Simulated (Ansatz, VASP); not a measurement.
**Cu in VASP and in Ansatz**

```xyz
1
Lattice="0.0000 2.1130 1.5516 2.1130 0.0000 1.5516 2.1130 2.1130 0.0000" Properties=species:S:1:pos:R:3 pbc="T T T"
Cu    0.0000    0.0000    0.0000
```

Alike in both runs: task single point; functional PBE; k mesh 24 × 24 × 24; occupations gaussian, width 0.15 eV; no spin polarisation.

```csv
,VASP,Ansatz
version,VASP 6.6.1,Ansatz 0.2.0
potentials or method,"VASP PAW PBE potentials, release 64 (Cu), cutoff 520 eV","scalar-relativistic, plane waves, PAW"
valence electrons in the cell,11,19
```

VASP gave:

```
gap on the k mesh at the Fermi level (eV)                     : none
pressure (GPa)                                                : -13.2
traceless stress, the component that is largest in VASP (GPa) : 0.43
```

Which values does Ansatz return?

gap on the k mesh at the Fermi level (eV): none; pressure (GPa): -13.8; traceless stress, the component that is largest in VASP (GPa): 0.42.

A gap of «none» marks a metal or a gap that the smearing closes. With one functional, cell and mesh, what is left measures potentials, basis and numerics. VASP's potentials hold 11 valence electrons a cell and Ansatz's 19, so a difference there can come from the potentials and not from the codes.
